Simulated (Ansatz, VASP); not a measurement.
**Two plane-wave programs on C**

INCAR

```
SYSTEM = C
PREC     = Accurate       ! precision mode
ENCUT    = 520            ! plane-wave cutoff, eV
EDIFF    = 1E-7           ! SCF threshold, eV
ISMEAR   = 0              ! smearing method
SIGMA    = 0.1            ! smearing width, eV
LREAL    = .False.        ! projectors in reciprocal space
LASPH    = .True.         ! aspherical terms in the spheres
NELM     = 150            ! most SCF steps
ALGO     = Normal         ! electronic algorithm
ISIF     = 2              ! what is computed and relaxed
LWAVE    = .False.        ! write WAVECAR
LCHARG   = .False.        ! write CHGCAR
ISPIN    = 2              ! spin polarisation
MAGMOM   = 1 1 1 1        ! initial moments
LORBIT   = 11             ! projections on sites
GGA      = PE             ! functional
NBANDS   = 20             ! bands
```

KPOINTS

```
regular mesh
0
Gamma
  6 6 6
  0 0 0
```

The input POSCAR:

```
C
1.0
    3.2449850037      0.0000000000      0.0000000000
   -1.6224925018      2.8102394481      0.0000000000
    0.0000000000      0.0000000000      3.3725017673
C
4
Direct
    0.5000000000      0.0000000000      0.0000000000
    0.0000000000      0.5000000000      0.0000000000
    0.5000000000      0.5000000000      0.0000000000
    0.0000000000      0.0000000000      0.5000000000
```

Input for Ansatz:

```yaml
crystal:
  lattice:
    - [3.2449850037, 0.0, 0.0]
    - [-1.6224925018, 2.8102394481, 0.0]
    - [0.0, 0.0, 3.3725017673]
  atoms:
    - { symbol: C, position: [0.5, 0.0, 0.0], spin: 1.0 }
    - { symbol: C, position: [0.0, 0.5, 0.0], spin: 1.0 }
    - { symbol: C, position: [0.5, 0.5, 0.0], spin: 1.0 }
    - { symbol: C, position: [0.0, 0.0, 0.5], spin: 1.0 }
basis:
  ecutwfc: 420
kpoints:
  mp_grid: { grid: [6, 6, 6] }
hamiltonian:
  xc: pbe
scf:
  occupations: { method: gaussian, width: 0.1 }
  lower_state_search: "off"
output:
  forces: true
  stress: true
  eigenvalues: true
  populations: true
magnetization:
  spin_polarized: true
```

Alike in both runs: task single point; functional PBE; k mesh 6 × 6 × 6; occupations gaussian, width 0.1 eV; collinear spin.

|  | VASP | Ansatz |
| --- | --- | --- |
| version | VASP 6.6.1 | Ansatz 0.2.0 |
| potentials or method | VASP PAW PBE potentials, release 64 (C), cutoff 520 eV | scalar-relativistic, plane waves, PAW |
| valence electrons in the cell | 16 | 16 |

|  | VASP | Ansatz | Ansatz less VASP |
| --- | --- | --- | --- |
| gap on the k mesh at the Fermi level (eV) | none | none | - |
| pressure (GPa) | 0.1 | 0.1 | -0.02 |
| traceless stress, the component that is largest in VASP (GPa) | 0.15 | 0.30 | +0.152 |
| net moment per atom (μB) | 0.00 | 0.00 | 0.000 |

A gap of «none» marks a metal or a gap that the smearing closes. With one functional, cell and mesh, what is left measures potentials, basis and numerics. Ansatz's warnings: seeded moment not kept.

The k mesh is coarse, so the values compare programs but aren't converged.
